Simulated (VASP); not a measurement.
Input of a VASP 6.6.1 run:

Contents of POSCAR:

```
Br
1.0
    6.5675042850      0.0000000000      0.0000000000
   -3.2837521425      5.6876255502      0.0000000000
    0.0000000000      0.0000000000      2.5830016123
Br
3
Direct
    0.0000000000      0.0000000000      0.0000000000
    0.3333333333      0.6666666667      0.5000000000
    0.6666666667      0.3333333333      0.5000000000
```

Contents of INCAR.step1:

```
SYSTEM = Br
PREC     = Accurate       ! precision mode
ENCUT    = 520            ! plane-wave cutoff, eV
ISMEAR   = 0              ! smearing method
SIGMA    = 0.1            ! smearing width, eV
LREAL    = .False.        ! projectors in reciprocal space
LASPH    = .True.         ! aspherical terms in the spheres
NELM     = 80             ! most SCF steps
NBANDS   = 18             ! bands
GGA      = PE             ! functional
ALGO     = Normal         ! electronic algorithm
EDIFF    = 1E-4           ! SCF threshold, eV
LWAVE    = .True.         ! write WAVECAR
LCHARG   = .False.        ! write CHGCAR
```

Contents of INCAR.step2:

```
SYSTEM = Br
PREC     = Accurate       ! precision mode
ENCUT    = 520            ! plane-wave cutoff, eV
EDIFF    = 1E-6           ! SCF threshold, eV
ISMEAR   = 0              ! smearing method
SIGMA    = 0.1            ! smearing width, eV
LREAL    = .False.        ! projectors in reciprocal space
LASPH    = .True.         ! aspherical terms in the spheres
NELM     = 80             ! most SCF steps
ALGO     = Normal         ! electronic algorithm
ISIF     = 2              ! what is computed and relaxed
LWAVE    = .False.        ! write WAVECAR
LCHARG   = .False.        ! write CHGCAR
METAGGA  = R2SCAN         ! meta-GGA
LMIXTAU  = .True.       
NBANDS   = 18             ! bands
ISTART   = 1
```

Contents of KPOINTS:

```
regular mesh
0
Gamma
  12 12 14
  0 0 0
```

Potentials or basis: VASP PAW PBE potentials, release 64 (Br).

Run with:

```sh
$ cat potpaw_PBE.64/Br/POTCAR > POTCAR
$ cp INCAR.step1 INCAR
$ mpirun -np 1 vasp_std > vasp.out
$ cp INCAR.step2 INCAR
$ mpirun -np 1 vasp_std > vasp.out
```

(1) Predict the band gap on the k mesh.

(2) Predict the pressure.

Results:

(1) zero (an odd number of electrons rules out a gap without spin polarisation).

(2) 0.0 GPa.

Caveat: the PAW data sets were made with another functional, which shifts forces and pressure a little; an odd number of electrons without spin polarisation forces a metal; a magnetic or distorted state may lie lower.
